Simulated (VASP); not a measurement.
# HC4 in VASP: a series of runs, part 2 of 2

VASP 6.6.1.

## 3. Single point, PBE+D3(BJ)

Input file INCAR:

```
SYSTEM = HC4
  PREC = Accurate
  ENCUT = 520
  EDIFF = 1E-6
  ISMEAR = 0
  SIGMA = 0.1
  LREAL = .FALSE.
  LASPH = .TRUE.
  NELM = 60
  ALGO = Normal
  ISIF = 2
  LWAVE = .FALSE.
  LCHARG = .FALSE.
  LDIPOL = .TRUE.
  IDIPOL = 3
  DIPOL = 0.5 0.5 0.245
  GGA = PE
  IVDW = 12
  NBANDS = 28
```

Input file KPOINTS:

```
regular mesh
0
G
  6 6 1
  0 0 0
```

Input file POSCAR:

```
HC4
1.0
    4.9313048819      0.0000000000      0.0000000000
   -2.4656524409      4.2706353015      0.0000000000
    0.0000000000      0.0000000000     18.0000331942
C H
8 2
Direct
    0.3333333333      0.1666666667      0.2222236565
    0.3333333333      0.6666666667      0.2222236565
    0.8333333333      0.1666666667      0.2222236565
    0.8333333333      0.6666666667      0.2222236565
    0.1666666667      0.3333333333      0.2222218124
    0.1666666667      0.8333333333      0.2222218124
    0.6666666667      0.3333333333      0.2222218124
    0.6666666667      0.8333333333      0.2222218124
    0.2135881515      0.1666666667      0.3361123354
    0.4530785152      0.1666666667      0.3361123354
```

Potentials or basis: VASP PAW PBE potentials, release 64 (C, H).

On the command line:

```sh
cat potpaw_PBE.64/C/POTCAR potpaw_PBE.64/H/POTCAR > POTCAR
mpirun -np 1 vasp_std > vasp.out
```

It took 2.9 min on 1 thread of AMD EPYC 7R13 (Zen 3), shared host; peak memory 0.5 GiB.

It converged, with:

* Free energy: -79.2718 eV
* Largest force: 4.651 eV/Å
* Band gap on the k mesh: 0.15 eV
* Dispersion energy per atom: -0.089 eV

Forces on the atoms (eV/Å):
```
C    0.000 -0.045 -1.095
C   -0.067  0.005  0.031
C    0.000  0.029  0.037
C    0.067  0.005  0.031
C    0.026  0.017 -0.344
C    0.000 -0.048 -0.418
C   -0.026  0.017 -0.344
C    0.000 -0.033  0.151
H    4.547  0.027  0.975
H   -4.547  0.027  0.975
```

Levels at points of the mesh, in eV from the valence-band top:
```
           k point  band 13  band 14  band 15  band 16  band 17  band 18  band 19  band 20  band 21  band 22
(0.00, 0.00, 0.00)    -2.96    -2.96    -2.34    -2.29    -1.77     1.27     1.71     1.77     3.86     4.65
(0.50, 0.00, 0.00)    -4.97    -4.96    -3.70    -2.71    -1.91     2.53     2.87     3.15     5.84     5.88
(0.00, 0.50, 0.00)    -4.98    -4.96    -3.55    -2.77    -2.06     2.58     2.88     4.17     5.03     5.84
```

## 4. Single point, PBE+D3(BJ)

Input file INCAR:

```
PREC = Accurate ; ENCUT = 520
EDIFF = 1E-6 ; ISMEAR = 0
SIGMA = 0.1 ; LREAL = F
LASPH = T ; NELM = 60
ALGO = Normal ; ISIF = 2
LWAVE = F ; LCHARG = F
LDIPOL = T ; IDIPOL = 3
DIPOL = 0.5 0.5 0.241 ; GGA = PE
IVDW = 12 ; NBANDS = 28
```

Input file KPOINTS:

```
Automatic mesh
0
Gamma
  6 6 1
```

Changes to POSCAR since step 3:

```diff
@@ -16,3 +16,3 @@
     0.6666666667      0.8333333333      0.2222218124
-    0.2135881515      0.1666666667      0.3361123354
-    0.4530785152      0.1666666667      0.3361123354
+    0.2572885523      0.1666666667      0.3183345904
+    0.4093781144      0.1666666667      0.3183345904
```

Potentials or basis: VASP PAW PBE potentials, release 64 (C, H).

On the command line:

```sh
cat potpaw_PBE.64/C/POTCAR potpaw_PBE.64/H/POTCAR > POTCAR
mpirun -np 1 vasp_std > vasp.out
```

OUTCAR:

```text
PREC = Accurate
   ENCUT = 520
   EDIFF = 1E-6
   ISMEAR = 0
   LREAL = F
   LASPH = T
   NELM = 60
   ISIF = 2
   GGA = PE
   IVDW = 12
 IVDW          = 12

 ion  position               nearest neighbor table
   1  0.333  0.167  0.222-   5 1.42   6 1.42   7 1.42
   2  0.333  0.667  0.222-   6 1.42   5 1.42   8 1.42
   3  0.833  0.167  0.222-   7 1.42   8 1.42   5 1.42
   4  0.833  0.667  0.222-   8 1.42   7 1.42   6 1.42
[... 625 lines left out ...]
  in kB       0.60221     1.91818    32.82420     0.00000     0.11282     0.00000
  external pressure =       11.78 kB  Pullay stress =        0.00 kB

 VOLUME and BASIS-vectors are now :
 -----------------------------------------------------------------------------
  energy-cutoff  :      520.00
  volume of cell :      379.08
      direct lattice vectors                 reciprocal lattice vectors
     4.931304882  0.000000000  0.000000000     0.202786083  0.117078599  0.000000000
    -2.465652441  4.270635301  0.000000000     0.000000000  0.234157199  0.000000000
     0.000000000  0.000000000 18.000033194     0.000000000  0.000000000  0.055555453

 POSITION                                       TOTAL-FORCE (eV/Angst)
 -----------------------------------------------------------------------------------
      1.23283      0.71177      4.00003        -0.000000     -0.072656     -2.220475
     -0.00000      2.84709      4.00003        -0.100316     -0.045161      0.022670
      3.69848      0.71177      4.00003         0.000000      0.083381      0.018998
      2.46565      2.84709      4.00003         0.100316     -0.045161      0.022670
      0.00000      1.42355      4.00000        -0.289313      0.212619     -0.858167
     -1.23283      3.55886      4.00000        -0.000000     -0.350880     -0.882245
      2.46565      1.42355      4.00000         0.289313      0.212619     -0.858167
      1.23283      3.55886      4.00000        -0.000000     -0.010201      0.222571
      0.85783      0.71177      5.73003         0.226358      0.007721      2.266073
      1.60783      0.71177      5.73003        -0.226358      0.007721      2.266073
 -----------------------------------------------------------------------------------
    total drift:                               -0.000000     -0.000005      0.000472

  FREE ENERGIE OF THE ION-ELECTRON SYSTEM (eV)
  ---------------------------------------------------
  free  energy   TOTEN  =       -79.7173123045 eV

  energy  without entropy=      -79.7163540734  energy(sigma->0) =      -79.71683319

 vacuum level on the upper side and lower side of the slab         1.916         1.674
```

stdout:

```text
POSCAR found type information on POSCAR C H
 POSCAR found :  2 types and      10 ions
 scaLAPACK will be used
 LDA part: xc-table for (Slater+PW92), standard interpolation
 POSCAR, INCAR and KPOINTS ok, starting setup
 FFT: planning ... GRIDC
 FFT: planning ... GRID_SOFT
 FFT: planning ... GRID
 WAVECAR not read
 entering main loop
```

It took 2.7 min on 1 thread of Intel Xeon 6975P-C (Granite Rapids), shared host; peak memory 0.53 GiB.

What came out:

```yaml
Free_energy: -79.7173 eV
Largest_force: 2.277 eV/Å
Band_gap_on_the_k_mesh: 0.27 eV
Dispersion_energy_per_atom: -0.083 eV
```

Forces in eV/Å, atoms in the order of the input:
```
C    0.000 -0.073 -2.220
C   -0.100 -0.045  0.023
C    0.000  0.083  0.019
C    0.100 -0.045  0.023
C   -0.289  0.213 -0.858
C    0.000 -0.351 -0.882
C    0.289  0.213 -0.858
C    0.000 -0.010  0.223
H    0.226  0.008  2.266
H   -0.226  0.008  2.266
```

## 5. Single point, PBE+D3(BJ)

Input file INCAR:

```
SYSTEM = HC4
  PREC = Accurate
  ENCUT = 520
  EDIFF = 1E-6
  ISMEAR = 0
  SIGMA = 0.1
  LREAL = .FALSE.
  LASPH = .TRUE.
  NELM = 100
  ALGO = Normal
  ISIF = 2
  LWAVE = .FALSE.
  LCHARG = .FALSE.
  LDIPOL = .TRUE.
  IDIPOL = 3
  DIPOL = 0.5 0.5 0.251
  GGA = PE
  IVDW = 12
  NBANDS = 28
```

Input file KPOINTS:

```
regular mesh
0
G
  6 6 1
  0 0 0
```

Changes to POSCAR since step 4:

```diff
@@ -16,3 +16,3 @@
     0.6666666667      0.8333333333      0.2222218124
-    0.2572885523      0.1666666667      0.3183345904
-    0.4093781144      0.1666666667      0.3183345904
+    0.2572885523      0.1666666667      0.3666678346
+    0.4093781144      0.1666666667      0.3666678346
```

On the command line:

```sh
cat potpaw_PBE.64/C/POTCAR potpaw_PBE.64/H/POTCAR > POTCAR
mpirun -np 1 vasp_std > vasp.out
```

It took 2.9 min on 1 thread of Intel Xeon 6975P-C (Granite Rapids), shared host; peak memory 0.53 GiB.

The run converged. Its results:

```yaml
Free_energy: -81.2586 eV
Largest_force: 0.251 eV/Å
Band_gap_on_the_k_mesh: 0.01 eV
Dispersion_energy_per_atom: -0.080 eV
```

Forces on the atoms (eV/Å):
```
C    0.000 -0.002 -0.251
C   -0.016 -0.003  0.018
C    0.000  0.015  0.022
C    0.016 -0.003  0.018
C    0.038 -0.015 -0.058
C    0.000  0.032 -0.065
C   -0.038 -0.015 -0.058
C    0.000 -0.010  0.037
H    0.029  0.002  0.168
H   -0.029  0.002  0.168
```

Levels at points of the mesh, in eV from the valence-band top:
| k point | band 13 | band 14 | band 15 | band 16 | band 17 | band 18 | band 19 | band 20 | band 21 | band 22 |
| --- | --- | --- | --- | --- | --- | --- | --- | --- | --- | --- |
| (0.00, 0.00, 0.00) | -3.03 | -3.03 | -2.36 | -2.36 | -2.31 | 1.63 | 1.67 | 1.68 | 3.60 | 4.09 |
| (0.50, 0.00, 0.00) | -5.36 | -5.05 | -5.04 | -2.74 | -2.68 | 2.81 | 2.82 | 3.95 | 5.62 | 5.75 |
| (0.00, 0.50, 0.00) | -5.36 | -5.04 | -5.04 | -2.75 | -2.69 | 2.81 | 2.82 | 4.60 | 5.62 | 5.81 |

## 6. Overview

| cell | gap on the mesh (eV) | largest force (eV/Å) |
| --- | --- | --- |
| as given, atomic positions A | 0.38 | 4.00 |
| as given, atomic positions B | 0.15 | 4.65 |
| as given, atomic positions C | 0.27 | 2.28 |
| as given, atomic positions D | 0.01 | 0.25 |

Alike in all rows: task single point; level PBE+D3(BJ); potentials or basis VASP PAW PBE potentials, release 64 (C, H); no spin polarisation; k mesh 6 × 6 × 1; cutoff (eV) 520; smearing gaussian 0.1 eV.

Total energies depend on the potentials used, so only differences within one code and one set of settings carry meaning.
